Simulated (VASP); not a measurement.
# BaHg (Pm-3m) in VASP: a series of runs

The runs below take BaHg through single point, relaxation of cell and atoms, with LDA.

Everything below comes from runs of VASP 6.6.1. Logs are shortened: lines on timing, memory, paths and dates and some standing lists are left out, and cuts for length are marked.

**1. The cell of the first run**

It takes space group Pm-3m (No. 221, cubic). Conventional cell: a = 4.031 Å, b = 4.031 Å, c = 4.031 Å, α = 90.00°, β = 90.00°, γ = 90.00°. Ba (site symmetry m-3m) has 8 Hg at 3.49 Å and 6 Ba at 4.03 Å within 4.6 Å. Within 4.6 Å of Hg (site symmetry m-3m) lie 8 Ba at 3.49 Å and 6 Hg at 4.03 Å.

**2. Single point, LDA**

Input file INCAR:

```
ALGO = Normal
EDIFF = 1E-7
ENCUT = 520
GGA = CA
ISIF = 2
ISMEAR = 0
LASPH = True
LCHARG = True
LELF = True
LREAL = False
LVHAR = True
LWAVE = False
NBANDS = 18
NELM = 80
PREC = Accurate
SIGMA = 0.1
```

Input file KPOINTS:

```
k-points
0
Gamma
  5 5 5
```

Input file POSCAR:

```
BaHg
1.0
    4.0307139072      0.0000000000      0.0000000000
    0.0000000000      4.0307139072      0.0000000000
    0.0000000000      0.0000000000      4.0307139072
Ba Hg
1 1
Direct
    0.0000000000      0.0000000000      0.0000000000
    0.5000000000      0.5000000000      0.5000000000
```

Potentials or basis: VASP PAW LDA potentials, release 64 (Ba_sv, Hg).

Run with:

```sh
cat potpaw_LDA.64/Ba_sv/POTCAR potpaw_LDA.64/Hg/POTCAR > POTCAR
mpirun -np 1 vasp_std > vasp.out
```

OUTCAR:

```text
EDIFF = 1E-7
   ENCUT = 520
   GGA = CA
   ISIF = 2
   ISMEAR = 0
   LASPH = True
   LREAL = False
   NELM = 80
   PREC = Accurate

 ion  position               nearest neighbor table
   1  0.000  0.000  0.000-   2 3.49   2 3.49   2 3.49   2 3.49   2 3.49   2 3.49   2 3.49   2 3.49

   2  0.500  0.500  0.500-   1 3.49   1 3.49   1 3.49   1 3.49   1 3.49   1 3.49   1 3.49   1 3.49

  LATTYP: Found a simple cubic cell.
 ALAT       =     4.0307139072

  Lattice vectors:

 A1 = (   4.0307139072,   0.0000000000,   0.0000000000)
 A2 = (   0.0000000000,   4.0307139072,   0.0000000000)
 A3 = (   0.0000000000,   0.0000000000,   4.0307139072)

Analysis of symmetry for initial positions (statically):
=====================================================================
 Subroutine PRICEL returns:
 Original cell was already a primitive cell.

 Routine SETGRP: Setting up the symmetry group for a
 simple cubic supercell.

 Subroutine GETGRP returns: Found 48 space group operations
 (whereof 48 operations were pure point group operations)
 out of a pool of 48 trial point group operations.

The static configuration has the point symmetry O_h .

Analysis of symmetry for dynamics (positions and initial velocities):
=====================================================================
 Subroutine PRICEL returns:
 Original cell was already a primitive cell.

 Routine SETGRP: Setting up the symmetry group for a
 simple cubic supercell.

 Subroutine GETGRP returns: Found 48 space group operations
 (whereof 48 operations were pure point group operations)
 out of a pool of 48 trial point group operations.

The dynamic configuration has the point symmetry O_h .

 Subroutine INISYM returns: Found 48 space group operations
 (whereof 48 operations are pure point group operations),
 and found     1 'primitive' translations

----------------------------------------------------------------------------------------

                                     Primitive cell

  volume of cell :      65.4856

  direct lattice vectors                    reciprocal lattice vectors
     4.030713907  0.000000000  0.000000000     0.248095008  0.000000000  0.000000000
     0.000000000  4.030713907  0.000000000     0.000000000  0.248095008  0.000000000
     0.000000000  0.000000000  4.030713907     0.000000000  0.000000000  0.248095008

  length of vectors
     4.030713907  4.030713907  4.030713907     0.248095008  0.248095008  0.248095008

  position of ions in fractional coordinates (direct lattice)
     0.000000000  0.000000000  0.000000000
     0.500000000  0.500000000  0.500000000

  ion indices of the primitive-cell ions
   primitive index   ion index
                 1           1
                 2           2

----------------------------------------------------------------------------------------

 KPOINTS: k-points

Automatic generation of k-mesh.
 Grid dimensions read from file:
 generate k-points for:    5    5    5

 Generating k-lattice:

  Cartesian coordinates                     Fractional coordinates (reciprocal lattice)
     0.049619002  0.000000000  0.000000000     0.200000000  0.000000000  0.000000000
     0.000000000  0.049619002  0.000000000     0.000000000  0.200000000  0.000000000
     0.000000000  0.000000000  0.049619002     0.000000000  0.000000000  0.200000000

  Length of vectors
     0.049619002  0.049619002  0.049619002

  Shift w.r.t. Gamma in fractional coordinates (k-lattice)
     0.000000000  0.000000000  0.000000000

 Subroutine IBZKPT returns following result:
 ===========================================

 Found     10 irreducible k-points:

 Following reciprocal coordinates:
            Coordinates               Weight
  0.000000  0.000000  0.000000      1.000000
  0.200000  0.000000  0.000000      6.000000
  0.400000  0.000000  0.000000      6.000000
  0.200000  0.200000  0.000000     12.000000
  0.400000  0.200000  0.000000     24.000000
  0.400000  0.400000  0.000000     12.000000
  0.200000  0.200000  0.200000      8.000000
  0.400000  0.200000  0.200000     24.000000
  0.400000  0.400000  0.200000     24.000000
  0.400000  0.400000  0.400000      8.000000
   k-points           NKPTS =     10   k-points in BZ     NKDIM =     10   number of bands    NBANDS=     18
   number of dos      NEDOS =    301   number of ions     NIONS =      2
   total plane-waves  NPLWV =  27000
   dimension x,y,z NGX =    30 NGY =   30 NGZ =   30
   dimension x,y,z NGXF=    60 NGYF=   60 NGZF=   60
   ions per type =               1   1
   NGX,Y,Z   is equivalent  to a cutoff of  12.37, 12.37, 12.37 a.u.
   NGXF,Y,Z  is equivalent  to a cutoff of  24.75, 24.75, 24.75 a.u.
 SYSTEM =  unknown system
   PREC   = accura    normal or accurate (medium, high low for compatibility)
   ISTART =      0    job   : 0-new  1-cont  2-samecut
   ICHARG =      2    charge: 1-file 2-atom 10-const
   ISPIN  =      1    spin polarized calculation?
   LNONCOLLINEAR =      F non collinear calculations
   LSORBIT =      F    spin-orbit coupling
   LASPH  =      T    aspherical Exc in radial PAW
   ENCUT  =  520.0 eV  38.22 Ry    6.18 a.u.   7.49  7.49  7.49*2*pi/ulx,y,z
   NELM   =     80;   NELMIN=  2; NELMDL= -5     # of ELM steps
   EDIFF  = 0.1E-06   stopping-criterion for ELM
   LREAL  =      F    real-space projection
   EDIFFG = 0.1E-05   stopping-criterion for IOM
   NSW    =      0    number of steps for IOM
   IBRION =     -1    ionic relax: 0-MD 1-quasi-New 2-CG
   NFREE  =      0    steps in history (QN), initial steepest desc. (CG)
   ISIF   =      2    stress and relaxation
   ISYM   =      2    0-nonsym 1-usesym 2-fastsym
   POTIM  = 0.5000    time-step for ionic-motion
   TEBEG  =    0.0;   TEEND  =   0.0 temperature during run
   PSTRESS=    0.0 pullay stress
   NELECT =      22.0000    total number of electrons
   NUPDOWN=      -1.0000    fix difference up-down
   EMIN   =  10.00;   EMAX   =-10.00  energy-range for DOS
   EFERMI =   0.00;   METHOD = LEGACY
   ISMEAR =     0;   SIGMA  =   0.10  broadening in eV -4-tet -1-fermi 0-gaus
   EFERMI_NEDOS =   21; number of points for ismear=-14 and -15
   IALGO  =     38    algorithm
   IMIX   =      4    mixing-type and parameters
     AMIX     =   0.40;   BMIX     =  1.00
     AMIX_MAG =   1.60;   BMIX_MAG =  1.00
  volume/ion in A,a.u.               =      32.74       220.96
  Fermi-wavevector in a.u.,A,eV,Ry     =   1.138065  2.150631 17.622158  1.295192
  Thomas-Fermi vector in A             =   2.274770
   LORBIT       =      0    0 simple, 1 ext, 2 COOP (PROOUT), +10 PAW based schemes
   GGA     = CA    functional components
   LHFCALC =     F    Hartree Fock is set to
   AEXX    =    0.0000 exact exchange contribution
   IVDW    =     0    specifies the selected vdW correction
   LEPSILON=     F    determine dielectric tensor
   LRPA    =     F    only Hartree local field effects (RPA)
 non-spin polarized calculation
 Gauss-broadening in eV      SIGMA  =   0.10
  energy-cutoff  :      520.00
  volume of cell :       65.49
 maximum number of plane-waves:      1791
 NGX is ok and might be reduce to    30
   NGX = 15   NGY = 15   NGZ = 15

 number of electron      22.0000002 magnetization

 Free energy of the ion-electron system (eV)
  ---------------------------------------------------
  ext. energy  EPLUGINS =         0.00000000
  ---------------------------------------------------
  free energy    TOTEN  =        -4.35970715 eV

  energy without entropy =       -4.35026784  energy(sigma->0) =       -4.35498749

 E-fermi :   2.9584     XC(G=0):  -9.8244

 val. band max:        2.9096175243   @ k =   0.4000   0.4000   0.0000
 cond. band min:       3.0945076094   @ k =   0.4000   0.4000   0.4000
 fundamental gap:      0.1848900851
 Fermi energy:         2.9584330567

 k-point     1 :       0.0000    0.0000    0.0000
  band No.  band energies     occupation
      1     -25.2601      2.00000
      2     -10.2494      2.00000
      3     -10.2494      2.00000
      4     -10.2494      2.00000
      5      -4.4958      2.00000
      6      -4.4958      2.00000
[... 10 lines left out ...]
     17       8.1847      0.00000
     18       8.1847      0.00000

 k-point     2 :       0.2000    0.0000    0.0000
  band No.  band energies     occupation
      1     -25.2411      2.00000
      2     -10.5499      2.00000
      3     -10.2353      2.00000
      4     -10.2353      2.00000
      5      -4.4709      2.00000
      6      -4.3668      2.00000
[... 10 lines left out ...]
     17       9.8285      0.00000
     18       9.8285      0.00000

 k-point     3 :       0.4000    0.0000    0.0000
  band No.  band energies     occupation
      1     -25.2101      2.00000
      2     -10.9783      2.00000
      3     -10.2123      2.00000
      4     -10.2123      2.00000
      5      -4.4300      2.00000
      6      -4.1765      2.00000
[... 10 lines left out ...]
     17      10.3468      0.00000
     18      11.9158      0.00000

 k-point     4 :       0.2000    0.2000    0.0000
  band No.  band energies     occupation
      1     -25.2228      2.00000
      2     -10.5537      2.00000
      3     -10.4699      2.00000
      4     -10.2143      2.00000
      5      -4.4126      2.00000
      6      -4.2983      2.00000
[... 10 lines left out ...]
     17       8.4783      0.00000
     18      10.8124      0.00000

 k-point     5 :       0.4000    0.2000    0.0000
  band No.  band energies     occupation
      1     -25.1929      2.00000
      2     -10.9148      2.00000
      3     -10.4491      2.00000
      4     -10.1800      2.00000
      5      -4.3837      2.00000
      6      -4.2755      2.00000
[... 10 lines left out ...]
     17       9.4436      0.00000
     18      10.9579      0.00000

 k-point     6 :       0.4000    0.4000    0.0000
  band No.  band energies     occupation
      1     -25.1648      2.00000
      2     -10.8189      2.00000
      3     -10.7905      2.00000
      4     -10.1264      2.00000
      5      -4.4083      2.00000
      6      -4.3769      2.00000
[... 10 lines left out ...]
     17       8.8742      0.00000
     18       9.5351      0.00000

 k-point     7 :       0.2000    0.2000    0.2000
  band No.  band energies     occupation
      1     -25.2049      2.00000
      2     -10.5285      2.00000
      3     -10.4524      2.00000
      4     -10.4524      2.00000
      5      -4.3024      2.00000
      6      -4.3024      2.00000
[... 10 lines left out ...]
     17       9.9582      0.00000
     18       9.9582      0.00000

 k-point     8 :       0.4000    0.2000    0.2000
  band No.  band energies     occupation
      1     -25.1757      2.00000
      2     -10.8644      2.00000
      3     -10.4239      2.00000
      4     -10.4187      2.00000
      5      -4.3427      2.00000
      6      -4.2923      2.00000
[... 10 lines left out ...]
     17       9.4237      0.00000
     18      11.4684      0.00000

 k-point     9 :       0.4000    0.4000    0.2000
  band No.  band energies     occupation
      1     -25.1476      2.00000
      2     -10.7888      2.00000
      3     -10.7715      2.00000
      4     -10.3746      2.00000
      5      -4.3634      2.00000
      6      -4.2775      2.00000
[... 10 lines left out ...]
     17       9.7407      0.00000
     18      11.0383      0.00000

 k-point    10 :       0.4000    0.4000    0.4000
  band No.  band energies     occupation
      1     -25.1194      2.00000
      2     -10.7406      2.00000
      3     -10.7406      2.00000
      4     -10.7387      2.00000
      5      -4.2735      2.00000
      6      -4.1914      2.00000
[... 10 lines left out ...]
     17      11.2943      0.00000
     18      11.2943      0.00000

------------------------ aborting loop because EDIFF is reached ----------------------------------------

  FORCE on cell =-STRESS in cart. coord.  units (eV):
  Direction    XX          YY          ZZ          XY          YZ          ZX
  --------------------------------------------------------------------------------------
  -------------------------------------------------------------------------------------
  Total        0.2263222      0.2263222      0.2263222      0.0000000      0.0000000     -0.0000000
  in kB        5.5372203      5.5372203      5.5372203      0.0000000      0.0000000     -0.0000000
  external PRESSURE =       5.5372203 kB  Pullay stress =       0.0000000 kB

 VOLUME and BASIS-vectors are now :
 -----------------------------------------------------------------------------
  energy-cutoff  :      520.00
  volume of cell :       65.49
      direct lattice vectors                 reciprocal lattice vectors
     4.030713907  0.000000000  0.000000000     0.248095008  0.000000000  0.000000000
     0.000000000  4.030713907  0.000000000     0.000000000  0.248095008  0.000000000
     0.000000000  0.000000000  4.030713907     0.000000000  0.000000000  0.248095008

 POSITION                                       TOTAL-FORCE (eV/Angst)
 -----------------------------------------------------------------------------------
      0.00000      0.00000      0.00000         0.000000      0.000000      0.000000
      2.01536      2.01536      2.01536         0.000000      0.000000      0.000000
 -----------------------------------------------------------------------------------
    total drift:                                0.000000      0.000000      0.000000

  FREE ENERGIE OF THE ION-ELECTRON SYSTEM (eV)
  ---------------------------------------------------
  free  energy   TOTEN  =        -4.3597071535 eV

  energy  without entropy=       -4.3502678355  energy(sigma->0) =       -4.35498749
```

It took 7 s on 1 thread of AMD EPYC 9R14 (Zen 4), shared host; peak memory 0.12 GiB.

Results:

| Quantity | Value |
| --- | --- |
| Free energy | -4.3597 eV |
| Pressure | 0.6 GPa |
| Band gap on the k mesh | zero (band 11 reaches 3.76 eV, above the bottom of band 12 at 1.84 eV) |

Levels at points of the mesh, in eV from the Fermi level:
```tsv
k point	band 7	band 8	band 9	band 10	band 11	band 12	band 13	band 14	band 15	band 16
(0.00, 0.00, 0.00)	-7.16	-7.16	-7.16	-6.48	0.77	0.77	4.25	4.25	4.25	5.23
```

Caveat: spin-orbit coupling is left out, which moves the levels of the heavy elements.

**3. Single point, LDA**

This run uses another cell than the first one, of 32.25 Å³/atom, 0.985 times its volume.

Input file INCAR:

```
SYSTEM = BaHg
  PREC = Accurate
  ENCUT = 520
  EDIFF = 1E-6
  ISMEAR = 0
  SIGMA = 0.1
  LREAL = .False.
  LASPH = .True.
  NELM = 60
  ALGO = Normal
  ISIF = 2
  LWAVE = .False.
  LCHARG = .False.
  GGA = CA
  NBANDS = 18
```

Input file KPOINTS:

```
regular mesh
0
Gamma
  5 5 5
  0 0 0
```

Input file POSCAR:

```
BaHg
1.0
    4.0104587216      0.0000000000      0.0000000000
    0.0000000000      4.0104587216      0.0000000000
    0.0000000000      0.0000000000      4.0104587216
Ba Hg
1 1
Direct
    0.0000000000      0.0000000000      0.0000000000
    0.5000000000      0.5000000000      0.5000000000
```

Potentials or basis: VASP PAW LDA potentials, release 64 (Ba_sv, Hg).

Run with:

```sh
cat potpaw_LDA.64/Ba_sv/POTCAR potpaw_LDA.64/Hg/POTCAR > POTCAR
mpirun -np 1 vasp_std > vasp.out
```

OUTCAR:

```text
SYSTEM = BaHg
   PREC = Accurate
   ENCUT = 520
   EDIFF = 1E-6
   ISMEAR = 0
   LREAL = .False.
   LASPH = .True.
   NELM = 60
   ISIF = 2
   GGA = CA

 ion  position               nearest neighbor table
   1  0.000  0.000  0.000-   2 3.47   2 3.47   2 3.47   2 3.47   2 3.47   2 3.47   2 3.47   2 3.47

   2  0.500  0.500  0.500-   1 3.47   1 3.47   1 3.47   1 3.47   1 3.47   1 3.47   1 3.47   1 3.47

  LATTYP: Found a simple cubic cell.
 ALAT       =     4.0104587216

  Lattice vectors:

 A1 = (   4.0104587216,   0.0000000000,   0.0000000000)
[... 381 lines left out ...]

  FORCE on cell =-STRESS in cart. coord.  units (eV):
  Direction    XX          YY          ZZ          XY          YZ          ZX
  --------------------------------------------------------------------------------------
  -------------------------------------------------------------------------------------
  Total        0.4451352      0.4451352      0.4451352      0.0000000     -0.0000000     -0.0000000
  in kB       11.0565689     11.0565689     11.0565689      0.0000000     -0.0000000     -0.0000000
  external PRESSURE =      11.0565689 kB  Pullay stress =       0.0000000 kB

 VOLUME and BASIS-vectors are now :
 -----------------------------------------------------------------------------
  energy-cutoff  :      520.00
  volume of cell :       64.50
      direct lattice vectors                 reciprocal lattice vectors
     4.010458722  0.000000000  0.000000000     0.249348035  0.000000000  0.000000000
     0.000000000  4.010458722  0.000000000     0.000000000  0.249348035  0.000000000
     0.000000000  0.000000000  4.010458722     0.000000000  0.000000000  0.249348035

 POSITION                                       TOTAL-FORCE (eV/Angst)
 -----------------------------------------------------------------------------------
      0.00000      0.00000      0.00000         0.000000      0.000000      0.000000
      2.00523      2.00523      2.00523         0.000000      0.000000      0.000000
 -----------------------------------------------------------------------------------
    total drift:                                0.000000      0.000000      0.000000

  FREE ENERGIE OF THE ION-ELECTRON SYSTEM (eV)
  ---------------------------------------------------
  free  energy   TOTEN  =        -4.3544051134 eV

  energy  without entropy=       -4.3453267395  energy(sigma->0) =       -4.34986593
```

Run time: 5.8 s. Hardware: 1 thread of AMD EPYC 9R14 (Zen 4), shared host; peak memory 0.12 GiB.

What came out:

```
Free energy            : -4.3544 eV
Pressure               : 1.1 GPa
Band gap on the k mesh : zero (band 11 reaches 3.86 eV, above the bottom of band 12 at 1.90 eV)
```

Caveat: spin-orbit coupling is left out, which moves the levels of the heavy elements.

**4. Single point, LDA**

Input file INCAR:

```
PREC = Accurate
ENCUT = 520
EDIFF = 1E-6
ISMEAR = 0
SIGMA = 0.1
LREAL = False
LASPH = True
NELM = 60
ALGO = Normal
ISIF = 2
LWAVE = False
LCHARG = False
NBANDS = 18
```

Input file KPOINTS:

```
Automatic mesh
0
Gamma
  5 5 5
```

Input file POSCAR:

```
BaHg
1.0
    4.0307139072      0.0000000000      0.0000000000
    0.0000000000      4.0307139072      0.0000000000
    0.0000000000      0.0000000000      4.0307139072
Ba Hg
1 1
Direct
    0.0000000000      0.0000000000      0.0000000000
    0.5000000000      0.5000000000      0.5000000000
```

Run with:

```sh
cat potpaw_LDA.64/Ba_sv/POTCAR potpaw_LDA.64/Hg/POTCAR > POTCAR
mpirun -np 1 vasp_std > vasp.out
```

Run time: 5.7 s. Hardware: 1 thread of AMD EPYC 9R14 (Zen 4), shared host; peak memory 0.12 GiB.

Results (log left out):

* Free energy: -4.3597 eV
* Pressure: 0.5 GPa
* Band gap on the k mesh: zero (band 11 reaches 3.76 eV, above the bottom of band 12 at 1.84 eV)

Levels at points of the mesh, in eV from the Fermi level:
| k point | band 7 | band 8 | band 9 | band 10 | band 11 | band 12 | band 13 | band 14 | band 15 | band 16 |
| --- | --- | --- | --- | --- | --- | --- | --- | --- | --- | --- |
| (0.00, 0.00, 0.00) | -7.16 | -7.16 | -7.16 | -6.48 | 0.77 | 0.77 | 4.25 | 4.25 | 4.25 | 5.23 |

Caveat: spin-orbit coupling is left out, which moves the levels of the heavy elements.

(Continued in part 2 of 2.)
